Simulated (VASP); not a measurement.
The system is Ga3Cl.

```
Ga Cl
1.0
     4.25138    0.00000    0.00000
     0.00000    4.25138    0.00000
     0.00000    0.00000    4.25138
Ga Cl
3 1
Direct
  0.00000 0.50000 0.50000
  0.50000 0.00000 0.50000
  0.50000 0.50000 0.00000
  0.00000 0.00000 0.00000
```

```yaml
Program: VASP 6.6.1
Task: relaxation of cell and atoms
Functional: PBE
Potentials_or_basis: VASP PAW PBE potentials, release 64 (Ga_d, Cl)
Cutoff: 600 eV
k_mesh: 4 × 4 × 4
Occupations: gaussian, width 0.1 eV
Spin: no spin polarisation
```

At the start: pressure 6.4 GPa; volume 19.21 Å³/atom.

How do energy, volume and symmetry change on relaxing?

Over 3 steps the energy falls by 68.9 meV/atom and the volume is 23.29 Å³/atom (+21.2 %); space group Pm-3m (No. 221, to 0.05 Å).

The path:
```
step  energy change (eV)  largest force (eV/Å)  pressure (GPa)  volume (Å³)
   1              0.0000                0.0000            6.35        76.84
   2             -0.2278                0.0000            2.54        85.62
   3             -0.2756                0.0000           -0.19        93.15
```

Final structure:
```
CELL_PARAMETERS angstrom
4.53305 0.00000 0.00000
0.00000 4.53305 0.00000
0.00000 0.00000 4.53305
ATOMIC_POSITIONS crystal
Ga 0.00000 0.50000 0.50000
Ga 0.50000 0.00000 0.50000
Ga 0.50000 0.50000 0.00000
Cl 0.00000 0.00000 0.00000
```

Caveat: the k points lie up to 0.35 Å⁻¹ apart in the final cell; the volume moved by over 15 % at a fixed basis, so the end points are rough.
